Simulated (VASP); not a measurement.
# Nd4S (Im-3m) in VASP: single point with PBE

Aim: the single point of Nd4S with PBE.

Program: VASP 6.6.1. These are calculated values, not measurements. Logs are shortened: lines on timing, memory, paths and dates and some standing lists are left out, and cuts for length are marked.

## (1) The cell of the first run

It takes space group Im-3m (No. 229, cubic). Conventional cell: a = 6.795 Å, b = 6.795 Å, c = 6.795 Å, α = 90.00°, β = 90.00°, γ = 90.00°. Within 3.9 Å of Nd (site symmetry -3m) lie 2 S at 2.94 Å and 6 Nd at 3.40 Å. Within 3.9 Å of S (site symmetry m-3m) lie 8 Nd at 2.94 Å.

## (2) Single point, PBE

POSCAR

```
Nd4S
1.0
   -3.3974105339      3.3974105339      3.3974105339
    3.3974105339     -3.3974105339      3.3974105339
    3.3974105339      3.3974105339     -3.3974105339
Nd S
4 1
Direct
    0.5000000000      0.5000000000      0.5000000000
    0.5000000000      0.0000000000      0.0000000000
    0.0000000000      0.0000000000      0.5000000000
    0.0000000000      0.5000000000      0.0000000000
    0.0000000000      0.0000000000      0.0000000000
```

INCAR.step1

```
PREC = Accurate ; ENCUT = 400
EDIFF = 1E-6 ; ISMEAR = 0
SIGMA = 0.1 ; LREAL = False
LASPH = True ; NELM = 200
ALGO = Normal ; ISIF = 2
LWAVE = False ; LCHARG = True
LMAXMIX = 6 ; GGA = PE
NBANDS = 33 ; GGA_COMPAT = False
NEDOS = 2001 ; LORBIT = 11
```

KPOINTS.step1

```
regular mesh
0
Gamma
  8 8 8
```

INCAR.step2

```
PREC = Accurate ; ENCUT = 400
EDIFF = 1E-6 ; ISMEAR = -5
SIGMA = 0.1 ; LREAL = False
LASPH = True ; NELM = 200
ALGO = Normal ; ISIF = 2
LWAVE = False ; LCHARG = False
LMAXMIX = 6 ; GGA = PE
LORBIT = 11 ; NBANDS = 33
NEDOS = 2001 ; ICHARG = 11
GGA_COMPAT = False
```

KPOINTS.step2

```
regular mesh
0
Gamma
  12 12 12
```

Potentials or basis: VASP PAW PBE potentials, release 64 (Nd_3, S), 4f in core.

On the command line:

```
$ cat potpaw_PBE.64/Nd_3/POTCAR potpaw_PBE.64/S/POTCAR > POTCAR
$ cp INCAR.step1 INCAR
$ cp KPOINTS.step1 KPOINTS
$ mpirun -np 1 vasp_std > vasp.out
$ cp INCAR.step2 INCAR
$ cp KPOINTS.step2 KPOINTS
$ mpirun -np 1 vasp_std > vasp.out
```

OUTCAR:

```text
PREC = Accurate
   ENCUT = 400
   EDIFF = 1E-6
   ISMEAR = -5
   LREAL = False
   LASPH = True
   NELM = 200
   ISIF = 2
   GGA = PE
   LORBIT = 11
   ICHARG = 11

 ion  position               nearest neighbor table
   1  0.500  0.500  0.500-   5 2.94   5 2.94   4 3.40   2 3.40   2 3.40   4 3.40   3 3.40   3 3.40

   2  0.500  0.000  0.000-   5 2.94   5 2.94   4 3.40   1 3.40   1 3.40   3 3.40   3 3.40   4 3.40

   3  0.000  0.000  0.500-   5 2.94   5 2.94   4 3.40   1 3.40   2 3.40   4 3.40   2 3.40   1 3.40

   4  0.000  0.500  0.000-   5 2.94   5 2.94   3 3.40   1 3.40   2 3.40   3 3.40   1 3.40   2 3.40

   5  0.000  0.000  0.000-   1 2.94   2 2.94   3 2.94   4 2.94   3 2.94   4 2.94   2 2.94   1 2.94

  LATTYP: Found a body centered cubic cell.
 ALAT       =     6.7948210678

  Lattice vectors:

 A1 = (  -3.3974105339,   3.3974105339,   3.3974105339)
 A2 = (   3.3974105339,  -3.3974105339,   3.3974105339)
 A3 = (   3.3974105339,   3.3974105339,  -3.3974105339)

Analysis of symmetry for initial positions (statically):
=====================================================================
 Subroutine PRICEL returns:
 Original cell was already a primitive cell.

 Routine SETGRP: Setting up the symmetry group for a
 body centered cubic supercell.

 Subroutine GETGRP returns: Found 48 space group operations
 (whereof 48 operations were pure point group operations)
 out of a pool of 48 trial point group operations.

The static configuration has the point symmetry O_h .

Analysis of symmetry for dynamics (positions and initial velocities):
=====================================================================
 Subroutine PRICEL returns:
 Original cell was already a primitive cell.

 Routine SETGRP: Setting up the symmetry group for a
 body centered cubic supercell.

 Subroutine GETGRP returns: Found 48 space group operations
 (whereof 48 operations were pure point group operations)
 out of a pool of 48 trial point group operations.

The dynamic configuration has the point symmetry O_h .

 Subroutine INISYM returns: Found 48 space group operations
 (whereof 48 operations are pure point group operations),
 and found     1 'primitive' translations

----------------------------------------------------------------------------------------

                                     Primitive cell

  volume of cell :     156.8571

  direct lattice vectors                    reciprocal lattice vectors
    -3.397410534  3.397410534  3.397410534     0.000000000  0.147170910  0.147170910
     3.397410534 -3.397410534  3.397410534     0.147170910  0.000000000  0.147170910
     3.397410534  3.397410534 -3.397410534     0.147170910  0.147170910  0.000000000

  length of vectors
     5.884487659  5.884487659  5.884487659     0.208131097  0.208131097  0.208131097

  position of ions in fractional coordinates (direct lattice)
     0.500000000  0.500000000  0.500000000
     0.500000000  0.000000000  0.000000000
     0.000000000  0.000000000  0.500000000
     0.000000000  0.500000000  0.000000000
     0.000000000  0.000000000  0.000000000

  ion indices of the primitive-cell ions
   primitive index   ion index
                 1           1
                 2           2
                 3           3
                 4           4
                 5           5

----------------------------------------------------------------------------------------

 KPOINTS: regular mesh

Automatic generation of k-mesh.
 Grid dimensions read from file:
 generate k-points for:   12   12   12

 Generating k-lattice:

  Cartesian coordinates                     Fractional coordinates (reciprocal lattice)
     0.000000000  0.012264243  0.012264243     0.083333333  0.000000000  0.000000000
     0.012264243  0.000000000  0.012264243     0.000000000  0.083333333  0.000000000
     0.012264243  0.012264243  0.000000000     0.000000000  0.000000000  0.083333333

  Length of vectors
     0.017344258  0.017344258  0.017344258

  Shift w.r.t. Gamma in fractional coordinates (k-lattice)
     0.000000000  0.000000000  0.000000000

 TETIRR: Found   1910 inequivalent tetrahedra from    10368

 Subroutine IBZKPT returns following result:
 ===========================================

 Found     72 irreducible k-points:

 Following reciprocal coordinates:
            Coordinates               Weight
  0.000000  0.000000  0.000000      1.000000
  0.083333  0.000000  0.000000     12.000000
  0.166667  0.000000  0.000000     12.000000
  0.250000  0.000000  0.000000     12.000000
  0.333333  0.000000  0.000000     12.000000
  0.416667  0.000000  0.000000     12.000000
[... 16 lines left out ...]
  0.333333  0.083333  0.083333     24.000000
  0.416667  0.083333  0.083333     12.000000
 [... further k-points ...]
   k-points           NKPTS =     72   k-points in BZ     NKDIM =     72   number of bands    NBANDS=     33
   number of dos      NEDOS =   2001   number of ions     NIONS =      5
   total plane-waves  NPLWV =  64000
   dimension x,y,z NGX =    40 NGY =   40 NGZ =   40
   dimension x,y,z NGXF=    80 NGYF=   80 NGZF=   80
   ions per type =               4   1
   NGX,Y,Z   is equivalent  to a cutoff of  11.30, 11.30, 11.30 a.u.
   NGXF,Y,Z  is equivalent  to a cutoff of  22.60, 22.60, 22.60 a.u.
 SYSTEM =  unknown system
   PREC   = accura    normal or accurate (medium, high low for compatibility)
   ISTART =      0    job   : 0-new  1-cont  2-samecut
   ICHARG =     11    charge: 1-file 2-atom 10-const
   ISPIN  =      1    spin polarized calculation?
   LNONCOLLINEAR =      F non collinear calculations
   LSORBIT =      F    spin-orbit coupling
   LASPH  =      T    aspherical Exc in radial PAW
   ENCUT  =  400.0 eV  29.40 Ry    5.42 a.u.   9.60  9.60  9.60*2*pi/ulx,y,z
   NELM   =    200;   NELMIN=  2; NELMDL=  0     # of ELM steps
   EDIFF  = 0.1E-05   stopping-criterion for ELM
   LREAL  =      F    real-space projection
   EDIFFG = 0.1E-04   stopping-criterion for IOM
   NSW    =      0    number of steps for IOM
   IBRION =     -1    ionic relax: 0-MD 1-quasi-New 2-CG
   NFREE  =      0    steps in history (QN), initial steepest desc. (CG)
   ISIF   =      2    stress and relaxation
   ISYM   =      2    0-nonsym 1-usesym 2-fastsym
   POTIM  = 0.5000    time-step for ionic-motion
   TEBEG  =    0.0;   TEEND  =   0.0 temperature during run
   PSTRESS=    0.0 pullay stress
   NELECT =      50.0000    total number of electrons
   NUPDOWN=      -1.0000    fix difference up-down
   EMIN   =  10.00;   EMAX   =-10.00  energy-range for DOS
   EFERMI =   0.00;   METHOD = LEGACY
   ISMEAR =    -5;   SIGMA  =   0.10  broadening in eV -4-tet -1-fermi 0-gaus
   EFERMI_NEDOS =   21; number of points for ismear=-14 and -15
   IALGO  =     38    algorithm
   IMIX   =      4    mixing-type and parameters
     AMIX     =   0.40;   BMIX     =  1.00
     AMIX_MAG =   1.60;   BMIX_MAG =  1.00
  volume/ion in A,a.u.               =      31.37       211.70
  Fermi-wavevector in a.u.,A,eV,Ry     =   1.118313  2.113306 17.015780  1.250625
  Thomas-Fermi vector in A             =   2.254943
   LORBIT       =     11    0 simple, 1 ext, 2 COOP (PROOUT), +10 PAW based schemes
   GGA     = PE    functional components
   LHFCALC =     F    Hartree Fock is set to
   AEXX    =    0.0000 exact exchange contribution
   IVDW    =     0    specifies the selected vdW correction
   LEPSILON=     F    determine dielectric tensor
   LRPA    =     F    only Hartree local field effects (RPA)
 non-spin polarized calculation
 Fermi weights with tetrahedron method with Bloechl corrections
  energy-cutoff  :      400.00
  volume of cell :      156.86
 maximum number of plane-waves:      2916

 number of electron      49.9999998 magnetization

 Free energy of the ion-electron system (eV)
  ---------------------------------------------------
  ext. energy  EPLUGINS =         0.00000000
  ---------------------------------------------------
  free energy    TOTEN  =       -24.79056568 eV

  energy without entropy =      -24.79056568  energy(sigma->0) =      -24.79056568

 E-fermi :   3.9010     XC(G=0):  -9.6894

 val. band max:        3.9406746179   @ k =   0.2500   0.2500   0.0833
 cond. band min:       3.8579851429   @ k =   0.3333   0.0000   0.0000
 fundamental gap:     -0.0826894751
 Fermi energy:         3.9010163357

 k-point     1 :       0.0000    0.0000    0.0000
  band No.  band energies     occupation
      1     -34.2697      2.00000
      2     -34.0653      2.00000
      3     -34.0653      2.00000
      4     -34.0653      2.00000
      5     -15.9355      2.00000
      6     -15.9355      2.00000
[... 25 lines left out ...]
     32       6.2837      0.00000
     33       7.1333      0.00000

 k-point     2 :       0.0833    0.0000    0.0000
  band No.  band energies     occupation
      1     -34.2662      2.00000
      2     -34.0688      2.00000
      3     -34.0655      2.00000
      4     -34.0654      2.00000
      5     -15.9360      2.00000
      6     -15.9287      2.00000
[... 25 lines left out ...]
     32       6.3850      0.00000
     33       6.9654      0.00000
[... 754 lines left out ...]
     32       6.2175      0.00000
     33       6.2763      0.00000

 k-point    24 :       0.4167    0.0833    0.0833
  band No.  band energies     occupation
      1     -34.1610      2.00000
      2     -34.1603      2.00000
      3     -34.0739      2.00000
      4     -34.0735      2.00000
      5     -15.9051      2.00000
      6     -15.8184      2.00000
[... 25 lines left out ...]
     32       5.9893      0.00000
     33       6.0661      0.00000

 [... further k-points ...]

------------------------ aborting loop because EDIFF is reached ----------------------------------------

  FORCE on cell =-STRESS in cart. coord.  units (eV):
  Direction    XX          YY          ZZ          XY          YZ          ZX
  --------------------------------------------------------------------------------------
  -------------------------------------------------------------------------------------
  Total       -0.0338008     -0.0338008     -0.0338008      0.0000000     -0.0000000      0.0000000
  in kB       -0.3452501     -0.3452501     -0.3452501      0.0000000     -0.0000000      0.0000000
  external PRESSURE =      -0.3452501 kB  Pullay stress =       0.0000000 kB

 VOLUME and BASIS-vectors are now :
 -----------------------------------------------------------------------------
  energy-cutoff  :      400.00
  volume of cell :      156.86
      direct lattice vectors                 reciprocal lattice vectors
    -3.397410534  3.397410534  3.397410534     0.000000000  0.147170910  0.147170910
     3.397410534 -3.397410534  3.397410534     0.147170910  0.000000000  0.147170910
     3.397410534  3.397410534 -3.397410534     0.147170910  0.147170910  0.000000000

 POSITION                                       TOTAL-FORCE (eV/Angst)
 -----------------------------------------------------------------------------------
      1.69871      1.69871      1.69871         0.000000     -0.000000     -0.000000
     -1.69871      1.69871      1.69871        -0.000000     -0.000000      0.000000
      1.69871      1.69871     -1.69871         0.000000      0.000000     -0.000000
      1.69871     -1.69871      1.69871        -0.000000      0.000000      0.000000
      0.00000      0.00000      0.00000         0.000000     -0.000000      0.000000
 -----------------------------------------------------------------------------------
    total drift:                                0.000000     -0.000000      0.000000

  FREE ENERGIE OF THE ION-ELECTRON SYSTEM (eV)
  ---------------------------------------------------
  free  energy   TOTEN  =       -24.7905656848 eV

  energy  without entropy=      -24.7905656848  energy(sigma->0) =      -24.79056568

 total charge

# of ion       s       p       d       tot
------------------------------------------
    1        2.120   5.776   1.066   8.962
    2        2.120   5.776   1.066   8.962
    3        2.120   5.776   1.066   8.962
    4        2.120   5.776   1.066   8.962
    5        1.316   2.424   0.000   3.740
--------------------------------------------------
tot          9.796  25.528   4.263  39.586
```

It took 2.6 min on 1 thread of Intel Xeon 6975P-C (Granite Rapids), shared host; peak memory 0.36 GiB.

Results:

| Quantity | Value |
| --- | --- |
| Valence electrons inside the program's atomic spheres | Nd 8.96; S 3.74 |

Caveat: spin-orbit coupling is left out, which moves the levels of the heavy elements; the 4f electrons are frozen in the core, so they carry no moment and show no levels; the run has no spin polarisation, though such a crystal can be magnetic.
